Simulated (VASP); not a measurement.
# TiTe2 (P-3m1) in VASP: single point with PBE+D3(BJ)

Aim: the single point of TiTe2 with PBE+D3(BJ).

All numbers are computed with VASP 6.6.1; they aren't measurements. Logs are shortened: lines on timing, memory, paths and dates and some standing lists are left out, and cuts for length are marked.

## 1. The cell of the first run

The structure is trigonal, space group P-3m1 (No. 164). The conventional cell has a = 3.697 Å, b = 3.697 Å, c = 6.384 Å, α = 90.00°, β = 90.00°, γ = 120.00°. Ti (site symmetry -3m) has 6 Te at 2.75 Å and 6 Ti at 3.70 Å within 3.7 Å. Te (site symmetry 3m) has 3 Ti at 2.75 Å and 9 Te at 3.62 to 3.70 Å within 3.7 Å.

## 2. Single point, PBE+D3(BJ)

File INCAR:

```
SYSTEM = TiTe2
PREC = Accurate ; ENCUT = 520
EDIFF = 1E-6 ; ISMEAR = 0
SIGMA = 0.1 ; LREAL = .FALSE.
LASPH = .TRUE. ; NELM = 80
ALGO = Normal ; ISIF = 2
LWAVE = .FALSE. ; LCHARG = .FALSE.
GGA = PE ; IVDW = 12
NBANDS = 19
```

File KPOINTS:

```
regular mesh
0
G
  18 18 10
  0 0 0
```

File POSCAR:

```
TiTe2
1.0
    3.6972548604      0.0000000000      0.0000000000
   -1.8486274302      3.2019166334      0.0000000000
    0.0000000000      0.0000000000      6.3840084089
Ti Te
1 2
Direct
    0.0000000000      0.0000000000      0.0000000000
    0.6666666667      0.3333333333      0.2710791472
    0.3333333333      0.6666666667      0.7289208528
```

Potentials or basis: VASP PAW PBE potentials, release 64 (Ti_sv, Te).

Run with:

```console
> cat potpaw_PBE.64/Ti_sv/POTCAR potpaw_PBE.64/Te/POTCAR > POTCAR
> mpirun -np 1 vasp_std > vasp.out
```

OUTCAR:

```text
SYSTEM = TiTe2
   PREC = Accurate
   ENCUT = 520
   EDIFF = 1E-6
   ISMEAR = 0
   LREAL = .FALSE.
   LASPH = .TRUE.
   NELM = 80
   ISIF = 2
   GGA = PE
   IVDW = 12
 IVDW          = 12

 ion  position               nearest neighbor table
   1  0.000  0.000  0.000-   2 2.75   3 2.75   2 2.75   3 2.75   2 2.75   3 2.75
   2  0.667  0.333  0.271-   1 2.75   1 2.75   1 2.75   3 3.62   3 3.62   3 3.62
   3  0.333  0.667  0.729-   1 2.75   1 2.75   1 2.75   2 3.62   2 3.62   2 3.62

  LATTYP: Found a hexagonal cell.
 ALAT       =     3.6972548604
 C/A-ratio  =     1.7266887596

  Lattice vectors:

 A1 = (   3.6972548604,   0.0000000000,   0.0000000000)
 A2 = (  -1.8486274302,   3.2019166334,   0.0000000000)
 A3 = (   0.0000000000,   0.0000000000,   6.3840084089)

Analysis of symmetry for initial positions (statically):
=====================================================================
 Subroutine PRICEL returns:
 Original cell was already a primitive cell.

 Routine SETGRP: Setting up the symmetry group for a
 hexagonal supercell.

 Subroutine GETGRP returns: Found 12 space group operations
 (whereof 12 operations were pure point group operations)
 out of a pool of 24 trial point group operations.

The static configuration has the point symmetry D_3d.

Analysis of symmetry for dynamics (positions and initial velocities):
=====================================================================
 Subroutine PRICEL returns:
 Original cell was already a primitive cell.

 Routine SETGRP: Setting up the symmetry group for a
 hexagonal supercell.

 Subroutine GETGRP returns: Found 12 space group operations
 (whereof 12 operations were pure point group operations)
 out of a pool of 24 trial point group operations.

The dynamic configuration has the point symmetry D_3d.

 Subroutine INISYM returns: Found 12 space group operations
 (whereof 12 operations are pure point group operations),
 and found     1 'primitive' translations

----------------------------------------------------------------------------------------

                                     Primitive cell

  volume of cell :      75.5758

  direct lattice vectors                    reciprocal lattice vectors
     3.697254860  0.000000000  0.000000000     0.270470941  0.156156470  0.000000000
    -1.848627430  3.201916633  0.000000000     0.000000000  0.312312941  0.000000000
     0.000000000  0.000000000  6.384008409     0.000000000  0.000000000  0.156641398

  length of vectors
     3.697254860  3.697254860  6.384008409     0.312312941  0.312312941  0.156641398

  position of ions in fractional coordinates (direct lattice)
     0.000000000  0.000000000  0.000000000
     0.666666667  0.333333333  0.271079147
     0.333333333  0.666666667  0.728920853

  ion indices of the primitive-cell ions
   primitive index   ion index
                 1           1
                 2           2
                 3           3

----------------------------------------------------------------------------------------

 KPOINTS: regular mesh

Automatic generation of k-mesh.
 Grid dimensions read from file:
 generate k-points for:   18   18   10

 Generating k-lattice:

  Cartesian coordinates                     Fractional coordinates (reciprocal lattice)
     0.015026163  0.008675359  0.000000000     0.055555556 -0.000000000  0.000000000
     0.000000000  0.017350719  0.000000000     0.000000000  0.055555556  0.000000000
     0.000000000  0.000000000  0.015664140     0.000000000  0.000000000  0.100000000

  Length of vectors
     0.017350719  0.017350719  0.015664140

  Shift w.r.t. Gamma in fractional coordinates (k-lattice)
     0.000000000  0.000000000  0.000000000

 Subroutine IBZKPT returns following result:
 ===========================================

 Found    330 irreducible k-points:

 Following reciprocal coordinates:
            Coordinates               Weight
  0.000000  0.000000  0.000000      1.000000
  0.055556  0.000000  0.000000      6.000000
  0.111111  0.000000  0.000000      6.000000
  0.166667  0.000000  0.000000      6.000000
  0.222222  0.000000  0.000000      6.000000
  0.277778  0.000000  0.000000      6.000000
[... 16 lines left out ...]
  0.333333  0.111111  0.000000     12.000000
  0.388889  0.111111  0.000000     12.000000
 [... further k-points ...]
   k-points           NKPTS =    330   k-points in BZ     NKDIM =    330   number of bands    NBANDS=     19
   number of dos      NEDOS =    301   number of ions     NIONS =      3
   total plane-waves  NPLWV =  37632
   dimension x,y,z NGX =    28 NGY =   28 NGZ =   48
   dimension x,y,z NGXF=    56 NGYF=   56 NGZF=   96
   ions per type =               1   2
   NGX,Y,Z   is equivalent  to a cutoff of  12.59, 12.59, 12.50 a.u.
   NGXF,Y,Z  is equivalent  to a cutoff of  25.18, 25.18, 25.00 a.u.
 SYSTEM =  TiTe2
   PREC   = accura    normal or accurate (medium, high low for compatibility)
   ISTART =      0    job   : 0-new  1-cont  2-samecut
   ICHARG =      2    charge: 1-file 2-atom 10-const
   ISPIN  =      1    spin polarized calculation?
   LNONCOLLINEAR =      F non collinear calculations
   LSORBIT =      F    spin-orbit coupling
   LASPH  =      T    aspherical Exc in radial PAW
   ENCUT  =  520.0 eV  38.22 Ry    6.18 a.u.   6.87  6.87 11.87*2*pi/ulx,y,z
   NELM   =     80;   NELMIN=  2; NELMDL= -5     # of ELM steps
   EDIFF  = 0.1E-05   stopping-criterion for ELM
   LREAL  =      F    real-space projection
   EDIFFG = 0.1E-04   stopping-criterion for IOM
   NSW    =      0    number of steps for IOM
   IBRION =     -1    ionic relax: 0-MD 1-quasi-New 2-CG
   NFREE  =      0    steps in history (QN), initial steepest desc. (CG)
   ISIF   =      2    stress and relaxation
   ISYM   =      2    0-nonsym 1-usesym 2-fastsym
   POTIM  = 0.5000    time-step for ionic-motion
   TEBEG  =    0.0;   TEEND  =   0.0 temperature during run
   PSTRESS=    0.0 pullay stress
   NELECT =      24.0000    total number of electrons
   NUPDOWN=      -1.0000    fix difference up-down
   EMIN   =  10.00;   EMAX   =-10.00  energy-range for DOS
   EFERMI =   0.00;   METHOD = LEGACY
   ISMEAR =     0;   SIGMA  =   0.10  broadening in eV -4-tet -1-fermi 0-gaus
   EFERMI_NEDOS =   21; number of points for ismear=-14 and -15
   IALGO  =     38    algorithm
   IMIX   =      4    mixing-type and parameters
     AMIX     =   0.40;   BMIX     =  1.00
     AMIX_MAG =   1.60;   BMIX_MAG =  1.00
  volume/ion in A,a.u.               =      25.19       170.00
  Fermi-wavevector in a.u.,A,eV,Ry     =   1.116909  2.110651 16.973061  1.247485
  Thomas-Fermi vector in A             =   2.253527
   LORBIT       =      0    0 simple, 1 ext, 2 COOP (PROOUT), +10 PAW based schemes
   GGA     = PE    functional components
   LHFCALC =     F    Hartree Fock is set to
   AEXX    =    0.0000 exact exchange contribution
   IVDW    =    12    specifies the selected vdW correction
   LEPSILON=     F    determine dielectric tensor
   LRPA    =     F    only Hartree local field effects (RPA)
 non-spin polarized calculation
 Gauss-broadening in eV      SIGMA  =   0.10
  energy-cutoff  :      520.00
  volume of cell :       75.58
 maximum number of plane-waves:      2064
   NGX = 13   NGY = 13   NGZ = 23

 number of electron      24.0000002 magnetization

 Free energy of the ion-electron system (eV)
  ---------------------------------------------------
  ext. energy  EPLUGINS =         0.00000000
  ---------------------------------------------------
  free energy    TOTEN  =       -16.14876414 eV

  energy without entropy =      -16.14146163  energy(sigma->0) =      -16.14511289

 E-fermi :   7.6106     XC(G=0): -10.1693

 val. band max:        7.6055655356   @ k =   0.3333   0.0000   0.5000
 cond. band min:       7.6119235589   @ k =   0.1111   0.0000   0.4000
 fundamental gap:      0.0063580233
 Fermi energy:         7.6105766915

 k-point     1 :       0.0000    0.0000    0.0000
  band No.  band energies     occupation
      1     -49.7798      2.00000
      2     -26.0440      2.00000
      3     -26.0440      2.00000
      4     -26.0112      2.00000
      5      -5.1722      2.00000
      6      -3.4740      2.00000
[... 11 lines left out ...]
     18      12.8458      0.00000
     19      13.9180      0.00000

 k-point     2 :       0.0556    0.0000    0.0000
  band No.  band energies     occupation
      1     -49.7797      2.00000
      2     -26.0456      2.00000
      3     -26.0444      2.00000
      4     -26.0108      2.00000
      5      -5.1348      2.00000
      6      -3.4537      2.00000
[... 11 lines left out ...]
     18      13.1430      0.00000
     19      14.1127      0.00000

 k-point     3 :       0.1111    0.0000    0.0000
  band No.  band energies     occupation
      1     -49.7793      2.00000
      2     -26.0503      2.00000
      3     -26.0454      2.00000
      4     -26.0097      2.00000
      5      -5.0237      2.00000
      6      -3.3942      2.00000
[... 11 lines left out ...]
     18      13.6731      0.00000
     19      14.5377      0.00000

 k-point     4 :       0.1667    0.0000    0.0000
  band No.  band energies     occupation
      1     -49.7788      2.00000
      2     -26.0574      2.00000
      3     -26.0471      2.00000
      4     -26.0080      2.00000
      5      -4.8427      2.00000
      6      -3.3010      2.00000
[... 407 lines left out ...]
     18      13.2845      0.00000
     19      13.9820      0.00000

 k-point    23 :       0.3333    0.1111    0.0000
  band No.  band energies     occupation
      1     -49.7760      2.00000
      2     -26.0898      2.00000
      3     -26.0584      2.00000
      4     -25.9996      2.00000
      5      -3.5695      2.00000
      6      -2.8540      2.00000
[... 11 lines left out ...]
     18      13.0269      0.00000
     19      13.9043      0.00000

 k-point    24 :       0.3889    0.1111    0.0000
  band No.  band energies     occupation
      1     -49.7757      2.00000
      2     -26.0938      2.00000
      3     -26.0597      2.00000
      4     -25.9986      2.00000
      5      -3.2890      2.00000
      6      -2.8627      2.00000
[... 11 lines left out ...]
     18      12.8930      0.00000
     19      13.8982      0.00000

 [... further k-points ...]

------------------------ aborting loop because EDIFF is reached ----------------------------------------

 Edisp (eV)   -1.56706

 E8    (eV) :    -0.7259

  FORCE on cell =-STRESS in cart. coord.  units (eV):
  Direction    XX          YY          ZZ          XY          YZ          ZX
  --------------------------------------------------------------------------------------
  -------------------------------------------------------------------------------------
  Total      -0.01302    -0.01302    -0.01060     0.00000    -0.00000     0.00000
  in kB      -0.27606    -0.27606    -0.22475     0.00000    -0.00000     0.00000
  external pressure =       -0.26 kB  Pullay stress =        0.00 kB

 VOLUME and BASIS-vectors are now :
 -----------------------------------------------------------------------------
  energy-cutoff  :      520.00
  volume of cell :       75.58
      direct lattice vectors                 reciprocal lattice vectors
     3.697254860  0.000000000  0.000000000     0.270470941  0.156156470  0.000000000
    -1.848627430  3.201916633  0.000000000     0.000000000  0.312312941  0.000000000
     0.000000000  0.000000000  6.384008409     0.000000000  0.000000000  0.156641398

 POSITION                                       TOTAL-FORCE (eV/Angst)
 -----------------------------------------------------------------------------------
      0.00000      0.00000      0.00000         0.000000      0.000000      0.000000
      1.84863      1.06731      1.73057         0.000000      0.000000      0.010573
     -0.00000      2.13461      4.65344        -0.000000      0.000000     -0.010573
 -----------------------------------------------------------------------------------
    total drift:                               -0.000000     -0.000000     -0.000000

  FREE ENERGIE OF THE ION-ELECTRON SYSTEM (eV)
  ---------------------------------------------------
  free  energy   TOTEN  =       -17.7158244127 eV

  energy  without entropy=      -17.7085219038  energy(sigma->0) =      -17.71217316
```

Wall time 6.4 min (1 thread of Intel Xeon Platinum 8259CL at 2.50GHz (Skylake/Cascade Lake), shared host); peak memory 0.56 GiB.

What came out:

| Quantity | Value |
| --- | --- |
| Free energy | -17.7158 eV |
| Pressure | 0.0 GPa |
| Largest force | 0.011 eV/Å |
| Band gap on the k mesh | zero (bands 12 and 13 overlap by 0.84 eV) |
| Dispersion energy per atom | -0.522 eV |

Forces on the atoms (eV/Å):
```
Ti   0.000  0.000  0.000
Te   0.000  0.000  0.011
Te   0.000  0.000 -0.011
```

Caveat: spin-orbit coupling is left out, which moves the levels of the heavy elements.
